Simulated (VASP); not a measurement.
A run of VASP 6.6.1 is set up as follows.

Contents of INCAR:

```
PREC = Accurate ; ENCUT = 520
EDIFF = 1E-6 ; ISMEAR = 0
SIGMA = 0.015 ; LREAL = False
LASPH = True ; NELM = 80
ALGO = Normal ; ISIF = 2
LWAVE = False ; LCHARG = False
GGA = PE ; NBANDS = 15
```

Contents of KPOINTS:

```
Automatic mesh
0
Gamma
  10 10 10
```

File POSCAR:

```
TaN
1.0
    0.0000000000      2.2113230000      2.2113230000
    2.2113230000      0.0000000000      2.2113230000
    2.2113230000      2.2113230000      0.0000000000
Ta N
1 1
Direct
    0.5000000000      0.5000000000      0.5000000000
    0.0000000000      0.0000000000      0.0000000000
```

Potentials or basis: VASP PAW PBE potentials, release 64 (Ta_pv, N).

Command:

```bash
$ cat potpaw_PBE.64/Ta_pv/POTCAR potpaw_PBE.64/N/POTCAR > POTCAR
$ mpirun -np 1 vasp_std > vasp.out
```

Q: Predict the pressure.

A: -0.6 GPa.

Q: Estimate the band gap on the k mesh.

A: Zero (band 8 reaches 11.20 eV, above the bottom of band 9 at 7.29 eV).

Caveat: spin-orbit coupling is left out, which moves the levels of the heavy elements.
